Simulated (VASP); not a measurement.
CaB3: single point with PBE

CaB3:

```
Ca B
1.0
    -1.97781    1.97781    2.79792
     1.97781   -1.97781    2.79792
     1.97781    1.97781   -2.79792
Ca B
1 3
Direct
  0.00000 0.00000 0.00000
  0.50000 0.50000 0.00000
  0.25000 0.75000 0.50000
  0.75000 0.25000 0.50000
```

- Program: VASP 6.6.1
- Task: single point
- Functional: PBE
- Potentials or basis: VASP PAW PBE potentials, release 64 (Ca_sv, B)
- Cutoff: 520 eV
- k mesh: 16 × 16 × 16
- Occupations: gaussian, width 0.1 eV
- Spin: no spin polarisation

| Quantity | Value |
| --- | --- |
| Pressure | 0.4 GPa |
| Band gap on the k mesh | zero (an odd number of electrons rules out a gap without spin polarisation) |

Levels at points of the mesh, in eV from the Fermi level:
```
           k point  band 7  band 8  band 9  band 10  band 11  band 12
(0.00, 0.00, 0.00)   -2.54   -2.54   -1.71    -0.34    -0.34    -0.34
(0.50, 0.00, 0.00)   -3.22   -3.21   -1.91     0.75     0.75     0.87
(0.50, 0.50, 0.00)   -5.60   -3.40   -3.40     1.15     2.35     2.36
(0.50, 0.50, 0.50)   -5.60   -3.40   -3.40     1.16     2.36     2.36
```

Wall time 4.3 min on 1 thread of Oxide Virtual Turin-like Processor (shared host), peak memory 0.34 GiB.

Caveat: an odd number of electrons without spin polarisation forces a metal; a magnetic or distorted state may lie lower.
